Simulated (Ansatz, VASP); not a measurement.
**AlN in VASP and in Ansatz**

The input POSCAR:

```
AlN
1.0
    2.1839935596      2.1839935596      0.0000000000
   -2.1839935596      2.1839935596      0.0000000000
    0.0000000000      2.1839935596      2.1839935596
Al N
1 1
Direct
    0.0000000000      0.0000000000      0.0000000000
    0.2500000000      0.7500000000      0.5000000000
```

Contents of INCAR.step1:

```
  PREC = Accurate
  ENCUT = 600
  ISMEAR = -1
  SIGMA = 0.1
  LREAL = False
  LASPH = True
  NELM = 100
  GGA = PE
  ALGO = Normal
  EDIFF = 1E-4
  LWAVE = True
  LCHARG = False
```

Contents of INCAR.step2:

```
  PREC = Accurate
  ENCUT = 600
  EDIFF = 1E-7
  ISMEAR = -1
  SIGMA = 0.1
  LREAL = False
  LASPH = True
  NELM = 100
  ALGO = Normal
  ISIF = 3
  LWAVE = False
  LCHARG = False
  METAGGA = R2SCAN
  LMIXTAU = True
  IBRION = 2
  NSW = 100
  EDIFFG = -0.002
  ISTART = 1
```

KPOINTS

```
regular mesh
0
Gamma
  14 14 14
```

Input for Ansatz:

```yaml
crystal:
  lattice:
    - [2.1839935596, 2.1839935596, 0.0]
    - [-2.1839935596, 2.1839935596, 0.0]
    - [0.0, 2.1839935596, 2.1839935596]
  atoms:
    - { symbol: Al, position: [0.0, 0.0, 0.0] }
    - { symbol: "N", position: [0.25, 0.75, 0.5] }
kpoints:
  mp_grid: { grid: [14, 14, 14] }
scf:
  occupations: { method: fermi_dirac, width: 0.1 }
hamiltonian:
  xc: r2scan
  pseudopotentials: { kind: paw }
relax:
  f_tol: 0.002
  max_steps: 80
  cell: {}
output:
  forces: true
  stress: true
```

Alike in both runs: task relaxation of cell and atoms; functional r2SCAN; k mesh 14 × 14 × 14; occupations fermi-dirac, width 0.1 eV; no spin polarisation.

|  | VASP | Ansatz |
| --- | --- | --- |
| version | VASP 6.6.1 | Ansatz 0.2.0 |
| potentials or method | VASP PAW PBE potentials, release 64 (Al, N) | PAW with Ansatz's default frozen-core files, scalar-relativistic |
| plane-wave cutoff (eV) | 600 | 500 |
| valence electrons in the cell | 8 | 8 |

|  | VASP | Ansatz | Ansatz less VASP |
| --- | --- | --- | --- |
| relaxed volume (Å³/atom) | 10.41 | 10.43 | +0.017 |
| relaxed length of the cell vector where the two differ most in proportion (Å) | 3.088 | 3.090 | +0.0016 |

VASP's potentials were made for PBE, not for r2SCAN.
